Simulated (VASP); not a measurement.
Set up this calculation in VASP 6.6.1, as the native input.

```
Task                   : relaxation of cell and atoms
Functional             : PBE
Potentials or basis    : VASP PAW PBE potentials, release 64 (Be)
Cutoff                 : 600 eV
k mesh                 : 19 × 19 × 19
Occupations            : fermi-dirac, width 0.08 eV
Spin                   : no spin polarisation
Target pressure        : 11 GPa
Dipole correction      : no
Further INCAR settings : ALGO = Normal; EDIFF = 1e-07; IBRION = 2; EDIFFG = -0.005; NSW = 60; ISIF = 3
```

The structure of Be lies in POSCAR:

```
Be
1.0
    1.9797596400      0.0000000000      0.0000000000
    0.0000000000      1.9797596400      0.0000000000
    0.0000000000      0.0000000000      1.9797596400
Be
1
Direct
    0.0000000000      0.0000000000      0.0000000000
```

This isn't the form of Be at room conditions, which is hcp.

The input as run:

INCAR

```
SYSTEM = Be
ALGO = Normal ; EDIFF = 1E-7
EDIFFG = -0.005 ; ENCUT = 600
GGA = PE ; IBRION = 2
ISIF = 3 ; ISMEAR = -1
LASPH = .True. ; LCHARG = .False.
LREAL = .False. ; LWAVE = .False.
NELM = 100 ; NSW = 60
PREC = Accurate ; PSTRESS = 110.0
SIGMA = 0.08
```

KPOINTS

```
k-points
0
Gamma
  19 19 19
  0 0 0
```

Potentials or basis: VASP PAW PBE potentials, release 64 (Be).

The run is started by

```bash
$ cat potpaw_PBE.64/Be/POTCAR > POTCAR
$ mpirun -np 1 vasp_std > vasp.out
```

It gave:

* Relaxed volume: 9.12 Å³/atom
* Relaxed cell: a = 2.089 Å, b = 2.089 Å, c = 2.089 Å, α = 90.00°, β = 90.00°, γ = 90.00°
* Space group after relaxing (to 0.1 Å): Pm-3m (No. 221)
* Energy change on relaxing (the run minimises the enthalpy): -179.9 meV/atom
* Ionic steps: 3
* Pressure after relaxing: 11.0 GPa
* Band gap on the k mesh: zero (bands 1 and 2 overlap by 6.96 eV)

Caveat: the cell is relaxed towards a set pressure, so the run minimises the enthalpy, not the energy; the volume moved by over 15 % at a fixed basis, so the end points are rough.

Run time: 13 s on 1 thread of Intel Xeon 8259CL (shared host), peak memory 0.12 GiB.
